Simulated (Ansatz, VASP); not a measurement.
**Two plane-wave programs on SnO**

File INCAR:

```
ALGO     = Normal         # electronic algorithm
EDIFF    = 1E-6           # SCF threshold, eV
EDIFFG   = -0.01          # ionic threshold
ENCUT    = 600            # plane-wave cutoff, eV
GGA      = PE             # functional
IBRION   = 2              # ionic algorithm
ISIF     = 3              # what is computed and relaxed
ISMEAR   = -1             # smearing method
LASPH    = T              # aspherical terms in the spheres
LCHARG   = F              # write CHGCAR
LREAL    = F              # projectors in reciprocal space
LWAVE    = F              # write WAVECAR
NELM     = 60             # most SCF steps
NSW      = 60             # ionic steps
PREC     = Accurate       # precision mode
SIGMA    = 0.05           # smearing width, eV
```

The input KPOINTS:

```
k-points
0
Gamma
  7 7 6
```

Contents of POSCAR:

```
SnO
1.0
    3.8136952200      0.0000000000      0.0000000000
    0.0000000000      3.8136952200      0.0000000000
    0.0000000000      0.0000000000      4.8869133000
Sn O
2 2
Direct
    0.5000000000      0.0000000000      0.7646261400
    0.0000000000      0.5000000000      0.2353738600
    0.0000000000      0.0000000000      0.0000000000
    0.5000000000      0.5000000000      0.0000000000
```

Contents of input.yaml:

```yaml
crystal:
  lattice:
    - [3.81369522, 0.0, 0.0]
    - [0.0, 3.81369522, 0.0]
    - [0.0, 0.0, 4.8869133]
  atoms:
    - { symbol: Sn, position: [0.5, 0.0, 0.76462614] }
    - { symbol: Sn, position: [0.0, 0.5, 0.23537386] }
    - { symbol: O, position: [0.0, 0.0, 0.0] }
    - { symbol: O, position: [0.5, 0.5, 0.0] }
hamiltonian:
  xc: pbe
  pseudopotentials: { kind: paw }
kpoints:
  mp_grid: { grid: [7, 7, 6] }
scf:
  occupations: { method: fermi_dirac, width: 0.05 }
output:
  forces: true
  stress: true
  eigenvalues: true
relax:
  f_tol: 0.01
  max_steps: 40
  cell: { stress_tol: 0.05 }
```

Alike in both runs: task relaxation of cell and atoms; functional PBE; k mesh 7 × 7 × 6; occupations fermi-dirac, width 0.05 eV; no spin polarisation.

|  | VASP | Ansatz |
| --- | --- | --- |
| version | VASP 6.6.1 | Ansatz 0.2.0 |
| potentials or method | VASP PAW PBE potentials, release 64 (Sn_d, O) | Ansatz PAW |
| plane-wave cutoff (eV) | 600 | 420 |
| valence electrons in the cell | 40 | 40 |

Ansatz gave:

```
gap on the k mesh at the Fermi level, each at its own relaxed structure (eV) : 0.71
relaxed volume (Å³/atom)                                                     : 18.95
relaxed cell length with the largest relative difference (Å)                 : 5.067
```

**Question.** Which values does VASP return?

**Answer.** gap on the k mesh at the Fermi level, each at its own relaxed structure (eV): 0.65; relaxed volume (Å³/atom): 18.81; relaxed cell length with the largest relative difference (Å): 5.031.

Noted on Ansatz's run: odd divisions of the mesh miss points on the zone boundary, where band edges often lie, so the gap on the mesh can be too wide; the plane-wave basis is chosen anew once the cell has moved, so the energies of steps on either side of that aren't comparable.
